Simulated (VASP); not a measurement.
# Ga3H5N3 in VASP: single point with PBE

Aim: the single point of Ga3H5N3 with PBE.

Everything below comes from runs of VASP 6.6.1. Logs are shortened: lines on timing, memory, paths and dates and some standing lists are left out, and cuts for length are marked.

## 1. The cell of the first run

The cell holds a wire with vacuum, 22 atoms: a = 16.400 Å, b = 18.800 Å, c = 3.256 Å, α = 90.00°, β = 90.00°, γ = 90.00°.

## 2. Single point, PBE

Contents of INCAR:

```
SYSTEM = Ga3H5N3
ALGO = Normal ; EDIFF = 1E-6
ENCUT = 520 ; GGA = PE
ISIF = 2 ; ISMEAR = 0
LASPH = .True. ; LCHARG = .False.
LREAL = Auto ; LWAVE = .False.
NBANDS = 76 ; NELM = 80
PREC = Accurate ; SIGMA = 0.05
```

Contents of KPOINTS:

```
k-points
0
Gamma
  1 1 10
  0 0 0
```

Contents of POSCAR:

```
Ga3H5N3
1.0
   16.4000000000      0.0000000000      0.0000000000
    0.0000000000     18.8000000000      0.0000000000
    0.0000000000      0.0000000000      3.2559987795
Ga N H
6 6 10
Direct
    0.4180052088      0.6986501365      0.0000000000
    0.5579422873      0.4940903740      0.0000000000
    0.4017630969      0.5525349654      0.5000000000
    0.5474533712      0.3446466219      0.5000000000
    0.5737815255      0.6441342662      0.5000000000
    0.3873922878      0.4053945480      0.0000000000
    0.4574719833      0.6418710123      0.5000000000
    0.5960436278      0.4364480416      0.5000000000
    0.6082263404      0.5848386121      0.0000000000
    0.4426874790      0.4946611551      0.0000000000
    0.5862076362      0.2895780385      0.0000000000
    0.4326877301      0.3507598041      0.5000000000
    0.4686155297      0.7698087789      0.0000000000
    0.3223557741      0.6956820810      0.0000000000
    0.6585952648      0.4350166336      0.5000000000
    0.3068292126      0.5461767916      0.5000000000
    0.6707044738      0.5823276576      0.0000000000
    0.6265183051      0.7130306195      0.5000000000
    0.6482984943      0.2836268487      0.0000000000
    0.5628093720      0.2390366278      0.0000000000
    0.2934988729      0.3944023978      0.0000000000
    0.4047296191      0.3019405894      0.5000000000
```

Potentials or basis: VASP PAW PBE potentials, release 64 (Ga_d, N, H).

Started as:

```bash
cat potpaw_PBE.64/Ga_d/POTCAR potpaw_PBE.64/N/POTCAR potpaw_PBE.64/H/POTCAR > POTCAR
mpirun -np 1 vasp_std > vasp.out
```

OUTCAR:

```text
SYSTEM = Ga3H5N3
   EDIFF = 1E-6
   ENCUT = 520
   GGA = PE
   ISIF = 2
   ISMEAR = 0
   LASPH = .True.
   LREAL = Auto
   NELM = 80
   PREC = Accurate

 ion  position               nearest neighbor table
   1  0.418  0.699  0.000-  14 1.57  13 1.57   7 2.05   7 2.05
   2  0.558  0.494  0.000-  10 1.89   9 1.89   8 2.05   8 2.05
   3  0.402  0.553  0.500-  16 1.56   7 1.91  10 2.07  10 2.07
   4  0.547  0.345  0.500-  12 1.89   8 1.90  11 2.03  11 2.03
   5  0.574  0.644  0.500-  18 1.56   7 1.91   9 2.05   9 2.05
   6  0.387  0.405  0.000-  21 1.55  10 1.91  12 2.06  12 2.06
   7  0.457  0.642  0.500-   5 1.91   3 1.91   1 2.05   1 2.05
   8  0.596  0.436  0.500-  15 1.03   4 1.90   2 2.05   2 2.05
   9  0.608  0.585  0.000-  17 1.03   2 1.89   5 2.05   5 2.05
  10  0.443  0.495  0.000-   2 1.89   6 1.91   3 2.07   3 2.07
  11  0.586  0.290  0.000-  19 1.02  20 1.02   4 2.03   4 2.03
  12  0.433  0.351  0.500-  22 1.03   4 1.89   6 2.06   6 2.06
  13  0.469  0.770  0.000-   1 1.57
  14  0.322  0.696  0.000-   1 1.57
  15  0.659  0.435  0.500-   8 1.03
  16  0.307  0.546  0.500-   3 1.56
  17  0.671  0.582  0.000-   9 1.03
  18  0.627  0.713  0.500-   5 1.56
  19  0.648  0.284  0.000-  11 1.02
  20  0.563  0.239  0.000-  11 1.02
  21  0.293  0.394  0.000-   6 1.55
  22  0.405  0.302  0.500-  12 1.03

  LATTYP: Found a simple orthorhombic cell.
 ALAT       =     3.2559987795
 B/A-ratio  =     5.0368569249
 C/A-ratio  =     5.7739579383

  Lattice vectors:

 A1 = (   0.0000000000,   0.0000000000,   3.2559987795)
 A2 = (  16.4000000000,   0.0000000000,   0.0000000000)
 A3 = (   0.0000000000,  18.8000000000,   0.0000000000)

Analysis of symmetry for initial positions (statically):
=====================================================================
 Subroutine PRICEL returns:
 Original cell was already a primitive cell.

 Routine SETGRP: Setting up the symmetry group for a
 simple orthorhombic supercell.

 Subroutine GETGRP returns: Found  2 space group operations
 (whereof  2 operations were pure point group operations)
 out of a pool of  8 trial point group operations.

The static configuration has the point symmetry C_1h.

Analysis of symmetry for dynamics (positions and initial velocities):
=====================================================================
 Subroutine PRICEL returns:
 Original cell was already a primitive cell.

 Routine SETGRP: Setting up the symmetry group for a
 simple orthorhombic supercell.

 Subroutine GETGRP returns: Found  2 space group operations
 (whereof  2 operations were pure point group operations)
 out of a pool of  8 trial point group operations.

The dynamic configuration has the point symmetry C_1h.

 Subroutine INISYM returns: Found  2 space group operations
 (whereof  2 operations are pure point group operations),
 and found     1 'primitive' translations

----------------------------------------------------------------------------------------

                                     Primitive cell

  volume of cell :    1003.8895

  direct lattice vectors                    reciprocal lattice vectors
    16.400000000  0.000000000  0.000000000     0.060975610  0.000000000  0.000000000
     0.000000000 18.800000000  0.000000000     0.000000000  0.053191489  0.000000000
     0.000000000  0.000000000  3.255998780     0.000000000  0.000000000  0.307125422

  length of vectors
    16.400000000 18.800000000  3.255998780     0.060975610  0.053191489  0.307125422

  position of ions in fractional coordinates (direct lattice)
     0.418005209  0.698650136  0.000000000
     0.557942287  0.494090374  0.000000000
     0.401763097  0.552534965  0.500000000
     0.547453371  0.344646622  0.500000000
     0.573781526  0.644134266  0.500000000
     0.387392288  0.405394548  0.000000000
[... 14 lines left out ...]
     0.293498873  0.394402398  0.000000000
     0.404729619  0.301940589  0.500000000

  ion indices of the primitive-cell ions
   primitive index   ion index
                 1           1
                 2           2
                 3           3
                 4           4
                 5           5
                 6           6
[... 14 lines left out ...]
                21          21
                22          22

----------------------------------------------------------------------------------------

 KPOINTS: k-points

Automatic generation of k-mesh.
 Grid dimensions read from file:
 generate k-points for:    1    1   10

 Generating k-lattice:

  Cartesian coordinates                     Fractional coordinates (reciprocal lattice)
     0.060975610  0.000000000  0.000000000     1.000000000  0.000000000  0.000000000
     0.000000000  0.053191489  0.000000000     0.000000000  1.000000000  0.000000000
     0.000000000  0.000000000  0.030712542     0.000000000  0.000000000  0.100000000

  Length of vectors
     0.060975610  0.053191489  0.030712542

  Shift w.r.t. Gamma in fractional coordinates (k-lattice)
     0.000000000  0.000000000  0.000000000

 Subroutine IBZKPT returns following result:
 ===========================================

 Found      6 irreducible k-points:

 Following reciprocal coordinates:
            Coordinates               Weight
  0.000000  0.000000  0.000000      1.000000
  0.000000  0.000000  0.100000      2.000000
  0.000000  0.000000  0.200000      2.000000
  0.000000  0.000000  0.300000      2.000000
  0.000000  0.000000  0.400000      2.000000
  0.000000  0.000000  0.500000      1.000000
   k-points           NKPTS =      6   k-points in BZ     NKDIM =      6   number of bands    NBANDS=     76
   number of dos      NEDOS =    301   number of ions     NIONS =     22
   total plane-waves  NPLWV = 423360
   dimension x,y,z NGX =   126 NGY =  140 NGZ =   24
   dimension x,y,z NGXF=   252 NGYF=  280 NGZF=   48
   ions per type =               6   6  10
   NGX,Y,Z   is equivalent  to a cutoff of  12.77, 12.38, 12.25 a.u.
   NGXF,Y,Z  is equivalent  to a cutoff of  25.55, 24.76, 24.51 a.u.
 SYSTEM =  Ga3H5N3
   PREC   = accura    normal or accurate (medium, high low for compatibility)
   ISTART =      0    job   : 0-new  1-cont  2-samecut
   ICHARG =      2    charge: 1-file 2-atom 10-const
   ISPIN  =      1    spin polarized calculation?
   LNONCOLLINEAR =      F non collinear calculations
   LSORBIT =      F    spin-orbit coupling
   LASPH  =      T    aspherical Exc in radial PAW
   ENCUT  =  520.0 eV  38.22 Ry    6.18 a.u.  30.49 34.96  6.05*2*pi/ulx,y,z
   NELM   =     80;   NELMIN=  2; NELMDL= -5     # of ELM steps
   EDIFF  = 0.1E-05   stopping-criterion for ELM
   LREAL  =      T    real-space projection
   EDIFFG = 0.1E-04   stopping-criterion for IOM
   NSW    =      0    number of steps for IOM
   IBRION =     -1    ionic relax: 0-MD 1-quasi-New 2-CG
   NFREE  =      0    steps in history (QN), initial steepest desc. (CG)
   ISIF   =      2    stress and relaxation
   ISYM   =      2    0-nonsym 1-usesym 2-fastsym
   POTIM  = 0.5000    time-step for ionic-motion
   TEBEG  =    0.0;   TEEND  =   0.0 temperature during run
   PSTRESS=    0.0 pullay stress
   NELECT =     118.0000    total number of electrons
   NUPDOWN=      -1.0000    fix difference up-down
   EMIN   =  10.00;   EMAX   =-10.00  energy-range for DOS
   EFERMI =   0.00;   METHOD = LEGACY
   ISMEAR =     0;   SIGMA  =   0.05  broadening in eV -4-tet -1-fermi 0-gaus
   EFERMI_NEDOS =   21; number of points for ismear=-14 and -15
   IALGO  =     38    algorithm
   IMIX   =      4    mixing-type and parameters
     AMIX     =   0.40;   BMIX     =  1.00
     AMIX_MAG =   1.60;   BMIX_MAG =  1.00
  volume/ion in A,a.u.               =      45.63       307.94
  Fermi-wavevector in a.u.,A,eV,Ry     =   0.801937  1.515441  8.749944  0.643103
  Thomas-Fermi vector in A             =   1.909519
   LORBIT       =      0    0 simple, 1 ext, 2 COOP (PROOUT), +10 PAW based schemes
   GGA     = PE    functional components
   LHFCALC =     F    Hartree Fock is set to
   AEXX    =    0.0000 exact exchange contribution
   IVDW    =     0    specifies the selected vdW correction
   LEPSILON=     F    determine dielectric tensor
   LRPA    =     F    only Hartree local field effects (RPA)
 non-spin polarized calculation
 Gauss-broadening in eV      SIGMA  =   0.05
  energy-cutoff  :      520.00
  volume of cell :     1003.89
 maximum number of plane-waves:     27108
 NGX is ok and might be reduce to   126
   NGX = 61   NGY = 69   NGZ = 13

 number of electron     118.0000042 magnetization

 Free energy of the ion-electron system (eV)
  ---------------------------------------------------
  ext. energy  EPLUGINS =         0.00000000
  ---------------------------------------------------
  free energy    TOTEN  =      -105.66355580 eV

  energy without entropy =     -105.66355580  energy(sigma->0) =     -105.66355580

 E-fermi :  -2.7547     XC(G=0):  -2.8044

 val. band max:       -3.0220199672   @ k =   0.0000   0.0000   0.0000
 cond. band min:      -2.0586138045   @ k =   0.0000   0.0000   0.0000
 fundamental gap:      0.9634061626
 Fermi energy:        -2.7547499975

 k-point     1 :       0.0000    0.0000    0.0000
  band No.  band energies     occupation
      1     -22.1283      2.00000
      2     -20.2584      2.00000
      3     -20.0401      2.00000
      4     -18.9109      2.00000
      5     -18.6932      2.00000
      6     -18.6625      2.00000
[... 63 lines left out ...]
     70       1.6873      0.00000
     71       1.9710      0.00000

 k-point     2 :       0.0000    0.0000    0.1000
  band No.  band energies     occupation
      1     -22.1025      2.00000
      2     -20.2339      2.00000
      3     -20.0205      2.00000
      4     -18.8887      2.00000
      5     -18.6812      2.00000
      6     -18.6493      2.00000
[... 288 lines left out ...]
 k-point     6 :       0.0000    0.0000    0.5000
  band No.  band energies     occupation
      1     -21.8599      2.00000
      2     -20.0082      2.00000
      3     -19.8409      2.00000
      4     -18.6816      2.00000
      5     -18.5941      2.00000
      6     -18.5570      2.00000
[... 63 lines left out ...]
     70       2.6827      0.00000
     71       2.9711      0.00000
 [bands above 71 left out]

------------------------ aborting loop because EDIFF is reached ----------------------------------------

  FORCE on cell =-STRESS in cart. coord.  units (eV):
  Direction    XX          YY          ZZ          XY          YZ          ZX
  --------------------------------------------------------------------------------------
  -------------------------------------------------------------------------------------
  Total       -0.3507058     -0.5845684      0.1066566     -0.1088497      0.0000000      0.0000000
  in kB       -0.5597158     -0.9329535      0.1702207     -0.1737208      0.0000000      0.0000000
  external PRESSURE =      -0.4408162 kB  Pullay stress =       0.0000000 kB

 VOLUME and BASIS-vectors are now :
 -----------------------------------------------------------------------------
  energy-cutoff  :      520.00
  volume of cell :     1003.89
      direct lattice vectors                 reciprocal lattice vectors
    16.400000000  0.000000000  0.000000000     0.060975610  0.000000000  0.000000000
     0.000000000 18.800000000  0.000000000     0.000000000  0.053191489  0.000000000
     0.000000000  0.000000000  3.255998780     0.000000000  0.000000000  0.307125422

 POSITION                                       TOTAL-FORCE (eV/Angst)
 -----------------------------------------------------------------------------------
      6.85529     13.13462      0.00000        -0.014618      0.045778      0.000000
      9.15025      9.28890      0.00000        -0.026502      0.018203      0.000000
      6.58891     10.38766      1.62800        -0.044755      0.007177      0.000000
      8.97824      6.47936      1.62800        -0.025759      0.034246      0.000000
      9.41002     12.10972      1.62800        -0.002203      0.052088      0.000000
      6.35323      7.62142      0.00000        -0.041325      0.017729      0.000000
[... 14 lines left out ...]
      4.81338      7.41477      0.00000         0.027014      0.000827      0.000000
      6.63757      5.67648      1.62800        -0.007476     -0.006388      0.000000
 -----------------------------------------------------------------------------------
    total drift:                               -0.006933      0.000806     -0.000002

  FREE ENERGIE OF THE ION-ELECTRON SYSTEM (eV)
  ---------------------------------------------------
  free  energy   TOTEN  =      -105.6635557968 eV

  energy  without entropy=     -105.6635557968  energy(sigma->0) =     -105.66355580
```

Run time: 16 min. Hardware: 1 thread of Intel Xeon Platinum 8259CL at 2.50GHz (Skylake/Cascade Lake), shared host; peak memory 0.98 GiB.

Results:

* Free energy: -105.6636 eV
* Largest force: 0.052 eV/Å
* Band gap on the k mesh: 0.96 eV, direct

Forces in eV/Å, atoms in the order of the input:
```
Ga  -0.015  0.046  0.000
Ga  -0.027  0.018  0.000
Ga  -0.045  0.007  0.000
Ga  -0.026  0.034  0.000
Ga  -0.002  0.052  0.000
Ga  -0.041  0.018  0.000
N    0.006 -0.023  0.000
N    0.017 -0.015  0.000
N    0.008 -0.034  0.000
N    0.020 -0.023  0.000
N    0.019 -0.030  0.000
N    0.026 -0.021  0.000
H   -0.013 -0.015  0.000
H    0.030 -0.006  0.000
H    0.008 -0.001  0.000
H    0.023  0.000  0.000
H    0.009  0.008  0.000
H   -0.011 -0.023  0.000
H    0.006  0.013  0.000
H   -0.013 -0.001  0.000
H    0.027  0.001  0.000
H   -0.007 -0.006  0.000
```

Levels at points of the mesh, in eV from the valence-band top:
```csv
k point,band 55,band 56,band 57,band 58,band 59,band 60,band 61,band 62,band 63,band 64
"(0.00, 0.00, 0.00)",-1.16,-1.05,-0.39,-0.26,0.00,0.96,2.27,2.61,3.14,3.32
"(0.00, 0.00, 0.50)",-2.10,-1.26,-0.93,-0.80,-0.26,3.46,3.55,3.91,4.12,4.75
```
